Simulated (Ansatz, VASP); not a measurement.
## Two plane-wave programs on SnO2

INCAR

```
PREC = Accurate
ENCUT = 520
EDIFF = 1E-7
ISMEAR = 0
SIGMA = 0.05
LREAL = F
LASPH = T
NELM = 100
ALGO = Normal
ISIF = 2
LWAVE = F
LCHARG = F
GGA = PS
IVDW = 12
NBANDS = 35
```

The input KPOINTS:

```
Automatic mesh
0
Gamma
  12 12 4
```

File POSCAR:

```
SnO2
1.0
    3.2310136259      0.0000000000      0.0000000000
   -1.6155068130      2.7981398800      0.0000000000
    0.0000000000      0.0000000000     10.2823205925
Sn O
2 4
Direct
    0.0000000000      0.0000000000      0.5000000000
    0.0000000000      0.0000000000      0.0000000000
    0.6666666667      0.3333333333      0.4003665319
    0.6666666667      0.3333333333      0.0996334681
    0.3333333333      0.6666666667      0.5996334681
    0.3333333333      0.6666666667      0.9003665319
```

Input for Ansatz:

```yaml
crystal:
  lattice:
    - [3.2310136259, 0.0, 0.0]
    - [-1.615506813, 2.79813988, 0.0]
    - [0.0, 0.0, 10.2823205925]
  atoms:
    - { symbol: Sn, position: [0.0, 0.0, 0.5] }
    - { symbol: Sn, position: [0.0, 0.0, 0.0] }
    - { symbol: O, position: [0.6666666667, 0.3333333333, 0.4003665319] }
    - { symbol: O, position: [0.6666666667, 0.3333333333, 0.0996334681] }
    - { symbol: O, position: [0.3333333333, 0.6666666667, 0.5996334681] }
    - { symbol: O, position: [0.3333333333, 0.6666666667, 0.9003665319] }
basis:
  ecutwfc: 520.0
kpoints:
  mp_grid: { grid: [12, 12, 4] }
hamiltonian:
  xc: pbesol
  pseudopotentials: { kind: paw, azcp: { folder: soft_1 } }
  dispersion: d3bj
scf:
  occupations: { method: gaussian, width: 0.05 }
output:
  forces: true
  stress: true
  eigenvalues: true
```

Change from the starting cell: mode 1 frozen in at +0.000 Å, equal normal strain along x, y and z +0.0167.

Alike in both runs: task single point; functional PBEsol; dispersion D3(BJ); k mesh 12 × 12 × 4; occupations gaussian, width 0.05 eV; no spin polarisation.

|  | VASP | Ansatz |
| --- | --- | --- |
| version | VASP 6.6.1 | Ansatz 0.2.0 |
| potentials or method | VASP PAW PBE potentials, release 64 (Sn_d, O), cutoff 520 eV | scalar-relativistic, plane waves, PAW |
| valence electrons in the cell | 52 | 52 |

|  | VASP | Ansatz | Ansatz less VASP |
| --- | --- | --- | --- |
| gap on the k mesh at the Fermi level (eV) | 1.84 | 1.86 | +0.020 |
| least direct gap on the mesh (eV) | 2.18 | 2.20 | +0.013 |
| pressure (GPa) | -6.1 | -6.7 | -0.57 |
| traceless stress, the component that is largest in VASP (GPa) | 2.28 | 2.64 | +0.361 |
| rms of the force components (eV/Å) | 0.224 | 0.250 | +0.0261 |

VASP's potentials were made for PBE, not for PBEsol, and Ansatz warns of the same on its side. Atom by atom the forces differ by 0.026 eV/Å (rms over components).
